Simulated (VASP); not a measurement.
# KI (Fm-3m) in VASP: a series of runs

Aim: see how the results for KI move with the level of theory and the settings. Levels: PBE, BLYP. Tasks: single point.

All numbers are computed with VASP 6.6.1; they aren't measurements. Logs are shortened: lines on timing, memory, paths and dates and some standing lists are left out, and cuts for length are marked.

### Step 1. The cell of the first run

It takes space group Fm-3m (No. 225, cubic). Conventional cell: a = 7.085 Å, b = 7.085 Å, c = 7.085 Å, α = 90.00°, β = 90.00°, γ = 90.00°. Within 4.7 Å of K (site symmetry m-3m) lie 6 I at 3.54 Å. Within 4.7 Å of I (site symmetry m-3m) lie 6 K at 3.54 Å.

### Step 2. Single point, PBE

Contents of INCAR:

```
PREC = Accurate
ENCUT = 520
EDIFF = 1E-6
ISMEAR = 0
SIGMA = 0.1
LREAL = False
LASPH = True
NELM = 80
ALGO = Normal
ISIF = 2
LWAVE = False
LCHARG = False
GGA = PE
NBANDS = 15
```

Contents of KPOINTS:

```
Automatic mesh
0
Gamma
  2 2 2
```

Contents of POSCAR:

```
KI
1.0
    0.0000000000      3.5424356157      3.5424356157
    3.5424356157      0.0000000000      3.5424356157
    3.5424356157      3.5424356157      0.0000000000
K I
1 1
Direct
    0.0000000000      0.0000000000      0.0000000000
    0.5000000000      0.5000000000      0.5000000000
```

Potentials or basis: VASP PAW PBE potentials, release 64 (K_sv, I).

On the command line:

```bash
> cat potpaw_PBE.64/K_sv/POTCAR potpaw_PBE.64/I/POTCAR > POTCAR
> mpirun -np 1 vasp_std > vasp.out
```

OUTCAR:

```text
PREC = Accurate
   ENCUT = 520
   EDIFF = 1E-6
   ISMEAR = 0
   LREAL = False
   LASPH = True
   NELM = 80
   ISIF = 2
   GGA = PE

 ion  position               nearest neighbor table
   1  0.000  0.000  0.000-   2 3.54   2 3.54   2 3.54   2 3.54   2 3.54   2 3.54
   2  0.500  0.500  0.500-   1 3.54   1 3.54   1 3.54   1 3.54   1 3.54   1 3.54

  LATTYP: Found a face centered cubic cell.
 ALAT       =     7.0848712314

  Lattice vectors:

 A1 = (   0.0000000000,   3.5424356157,   3.5424356157)
 A2 = (   3.5424356157,   0.0000000000,   3.5424356157)
 A3 = (   3.5424356157,   3.5424356157,   0.0000000000)

Analysis of symmetry for initial positions (statically):
=====================================================================
 Subroutine PRICEL returns:
 Original cell was already a primitive cell.

 Routine SETGRP: Setting up the symmetry group for a
 face centered cubic supercell.

 Subroutine GETGRP returns: Found 48 space group operations
 (whereof 48 operations were pure point group operations)
 out of a pool of 48 trial point group operations.

The static configuration has the point symmetry O_h .

Analysis of symmetry for dynamics (positions and initial velocities):
=====================================================================
 Subroutine PRICEL returns:
 Original cell was already a primitive cell.

 Routine SETGRP: Setting up the symmetry group for a
 face centered cubic supercell.

 Subroutine GETGRP returns: Found 48 space group operations
 (whereof 48 operations were pure point group operations)
 out of a pool of 48 trial point group operations.

The dynamic configuration has the point symmetry O_h .

 Subroutine INISYM returns: Found 48 space group operations
 (whereof 48 operations are pure point group operations),
 and found     1 'primitive' translations

----------------------------------------------------------------------------------------

                                     Primitive cell

  volume of cell :      88.9070

  direct lattice vectors                    reciprocal lattice vectors
     0.000000000  3.542435616  3.542435616    -0.141145826  0.141145826  0.141145826
     3.542435616  0.000000000  3.542435616     0.141145826 -0.141145826  0.141145826
     3.542435616  3.542435616  0.000000000     0.141145826  0.141145826 -0.141145826

  length of vectors
     5.009760492  5.009760492  5.009760492     0.244471741  0.244471741  0.244471741

  position of ions in fractional coordinates (direct lattice)
     0.000000000  0.000000000  0.000000000
     0.500000000  0.500000000  0.500000000

  ion indices of the primitive-cell ions
   primitive index   ion index
                 1           1
                 2           2

----------------------------------------------------------------------------------------

 KPOINTS: Automatic mesh

Automatic generation of k-mesh.
 Grid dimensions read from file:
 generate k-points for:    2    2    2

 Generating k-lattice:

  Cartesian coordinates                     Fractional coordinates (reciprocal lattice)
    -0.070572913  0.070572913  0.070572913     0.500000000  0.000000000  0.000000000
     0.070572913 -0.070572913  0.070572913     0.000000000  0.500000000  0.000000000
     0.070572913  0.070572913 -0.070572913     0.000000000  0.000000000  0.500000000

  Length of vectors
     0.122235871  0.122235871  0.122235871

  Shift w.r.t. Gamma in fractional coordinates (k-lattice)
     0.000000000  0.000000000  0.000000000

 Subroutine IBZKPT returns following result:
 ===========================================

 Found      3 irreducible k-points:

 Following reciprocal coordinates:
            Coordinates               Weight
  0.000000  0.000000  0.000000      1.000000
  0.500000  0.000000  0.000000      4.000000
  0.500000  0.500000  0.000000      3.000000
   k-points           NKPTS =      3   k-points in BZ     NKDIM =      3   number of bands    NBANDS=     15
   number of dos      NEDOS =    301   number of ions     NIONS =      2
   total plane-waves  NPLWV =  64000
   dimension x,y,z NGX =    40 NGY =   40 NGZ =   40
   dimension x,y,z NGXF=    80 NGYF=   80 NGZF=   80
   ions per type =               1   1
   NGX,Y,Z   is equivalent  to a cutoff of  13.27, 13.27, 13.27 a.u.
   NGXF,Y,Z  is equivalent  to a cutoff of  26.55, 26.55, 26.55 a.u.
 SYSTEM =  unknown system
   PREC   = accura    normal or accurate (medium, high low for compatibility)
   ISTART =      0    job   : 0-new  1-cont  2-samecut
   ICHARG =      2    charge: 1-file 2-atom 10-const
   ISPIN  =      1    spin polarized calculation?
   LNONCOLLINEAR =      F non collinear calculations
   LSORBIT =      F    spin-orbit coupling
   LASPH  =      T    aspherical Exc in radial PAW
   ENCUT  =  520.0 eV  38.22 Ry    6.18 a.u.   9.31  9.31  9.31*2*pi/ulx,y,z
   NELM   =     80;   NELMIN=  2; NELMDL= -5     # of ELM steps
   EDIFF  = 0.1E-05   stopping-criterion for ELM
   LREAL  =      F    real-space projection
   EDIFFG = 0.1E-04   stopping-criterion for IOM
   NSW    =      0    number of steps for IOM
   IBRION =     -1    ionic relax: 0-MD 1-quasi-New 2-CG
   NFREE  =      0    steps in history (QN), initial steepest desc. (CG)
   ISIF   =      2    stress and relaxation
   ISYM   =      2    0-nonsym 1-usesym 2-fastsym
   POTIM  = 0.5000    time-step for ionic-motion
   TEBEG  =    0.0;   TEEND  =   0.0 temperature during run
   PSTRESS=    0.0 pullay stress
   NELECT =      16.0000    total number of electrons
   NUPDOWN=      -1.0000    fix difference up-down
   EMIN   =  10.00;   EMAX   =-10.00  energy-range for DOS
   EFERMI =   0.00;   METHOD = LEGACY
   ISMEAR =     0;   SIGMA  =   0.10  broadening in eV -4-tet -1-fermi 0-gaus
   EFERMI_NEDOS =   21; number of points for ismear=-14 and -15
   IALGO  =     38    algorithm
   IMIX   =      4    mixing-type and parameters
     AMIX     =   0.40;   BMIX     =  1.00
     AMIX_MAG =   1.60;   BMIX_MAG =  1.00
  volume/ion in A,a.u.               =      44.45       299.99
  Fermi-wavevector in a.u.,A,eV,Ry     =   0.924279  1.746633 11.623332  0.854291
  Thomas-Fermi vector in A             =   2.050007
   LORBIT       =      0    0 simple, 1 ext, 2 COOP (PROOUT), +10 PAW based schemes
   GGA     = PE    functional components
   LHFCALC =     F    Hartree Fock is set to
   AEXX    =    0.0000 exact exchange contribution
   IVDW    =     0    specifies the selected vdW correction
   LEPSILON=     F    determine dielectric tensor
   LRPA    =     F    only Hartree local field effects (RPA)
 non-spin polarized calculation
 Gauss-broadening in eV      SIGMA  =   0.10
  energy-cutoff  :      520.00
  volume of cell :       88.91
 maximum number of plane-waves:      2421
 NGX is ok and might be reduce to    40
   NGX = 19   NGY = 19   NGZ = 19

 number of electron      15.9999999 magnetization

 Free energy of the ion-electron system (eV)
  ---------------------------------------------------
  ext. energy  EPLUGINS =         0.00000000
  ---------------------------------------------------
  free energy    TOTEN  =        -5.41224040 eV

  energy without entropy =       -5.41224040  energy(sigma->0) =       -5.41224040

 E-fermi :   0.2052     XC(G=0):  -7.1031

 val. band max:       -0.3702917720   @ k =   0.0000   0.0000   0.0000
 cond. band min:       3.5423665715   @ k =   0.0000   0.0000   0.0000
 fundamental gap:      3.9126583435
 Fermi energy:         0.2052197539

 k-point     1 :       0.0000    0.0000    0.0000
  band No.  band energies     occupation
      1     -29.0087      2.00000
      2     -12.4937      2.00000
      3     -12.4937      2.00000
      4     -12.4937      2.00000
      5     -10.8356      2.00000
      6      -0.3703      2.00000
      7      -0.3703      2.00000
      8      -0.3703      2.00000
      9       3.5424      0.00000
     10       6.0685      0.00000
     11       6.0685      0.00000
     12       6.0685      0.00000
     13       6.7660      0.00000
     14       6.7660      0.00000
     15       9.4023      0.00000

 k-point     2 :       0.5000    0.0000    0.0000
  band No.  band energies     occupation
      1     -29.0068      2.00000
      2     -12.6238      2.00000
      3     -12.4960      2.00000
      4     -12.4960      2.00000
      5     -10.5756      2.00000
      6      -1.6855      2.00000
      7      -0.7043      2.00000
      8      -0.7043      2.00000
      9       5.1158      0.00000
     10       7.2850      0.00000
     11       7.7096      0.00000
     12       7.7096      0.00000
     13       8.2377      0.00000
     14       8.2377      0.00000
     15       8.8385      0.00000

 k-point     3 :       0.5000    0.5000    0.0000
  band No.  band energies     occupation
      1     -29.0062      2.00000
      2     -12.5366      2.00000
      3     -12.5111      2.00000
      4     -12.5111      2.00000
      5     -10.6934      2.00000
      6      -1.3654      2.00000
      7      -0.7368      2.00000
      8      -0.7368      2.00000
      9       4.5344      0.00000
     10       5.3181      0.00000
     11       7.6329      0.00000
     12       8.2322      0.00000
     13       8.3982      0.00000
     14       9.1254      0.00000
     15       9.1254      0.00000

------------------------ aborting loop because EDIFF is reached ----------------------------------------

  FORCE on cell =-STRESS in cart. coord.  units (eV):
  Direction    XX          YY          ZZ          XY          YZ          ZX
  --------------------------------------------------------------------------------------
  -------------------------------------------------------------------------------------
  Total        0.6395751      0.6395751      0.6395751     -0.0000000      0.0000000     -0.0000000
  in kB       11.5256712     11.5256712     11.5256712     -0.0000000      0.0000000     -0.0000000
  external PRESSURE =      11.5256712 kB  Pullay stress =       0.0000000 kB

 VOLUME and BASIS-vectors are now :
 -----------------------------------------------------------------------------
  energy-cutoff  :      520.00
  volume of cell :       88.91
      direct lattice vectors                 reciprocal lattice vectors
     0.000000000  3.542435616  3.542435616    -0.141145826  0.141145826  0.141145826
     3.542435616  0.000000000  3.542435616     0.141145826 -0.141145826  0.141145826
     3.542435616  3.542435616  0.000000000     0.141145826  0.141145826 -0.141145826

 POSITION                                       TOTAL-FORCE (eV/Angst)
 -----------------------------------------------------------------------------------
      0.00000      0.00000      0.00000         0.000000     -0.000000     -0.000000
      3.54244      3.54244      3.54244         0.000000      0.000000      0.000000
 -----------------------------------------------------------------------------------
    total drift:                                0.000000     -0.000000     -0.000000

  FREE ENERGIE OF THE ION-ELECTRON SYSTEM (eV)
  ---------------------------------------------------
  free  energy   TOTEN  =        -5.4122404016 eV

  energy  without entropy=       -5.4122404016  energy(sigma->0) =       -5.41224040
```

Wall time 5.4 s (1 thread of AMD EPYC 9R45 (Zen 5), shared host); peak memory 0.2 GiB.

What came out:

- Free energy: -5.4122 eV
- Pressure: 1.2 GPa
- Band gap on the k mesh: 3.91 eV, direct

Levels at points of the mesh, in eV from the valence-band top:
| k point | band 6 | band 7 | band 8 | band 9 | band 10 | band 11 |
| --- | --- | --- | --- | --- | --- | --- |
| (0.00, 0.00, 0.00) | 0.00 | 0.00 | 0.00 | 3.91 | 6.44 | 6.44 |
| (0.50, 0.00, 0.00) | -1.32 | -0.33 | -0.33 | 5.49 | 7.66 | 8.08 |
| (0.50, 0.50, 0.00) | -1.00 | -0.37 | -0.37 | 4.90 | 5.69 | 8.00 |

Caveat: the k points lie up to 0.77 Å⁻¹ apart; spin-orbit coupling is left out, which moves the levels of the heavy elements. Expect the measured gap to be larger: semilocal functionals such as PBE lack the derivative discontinuity.

[end of part 1 of 2]
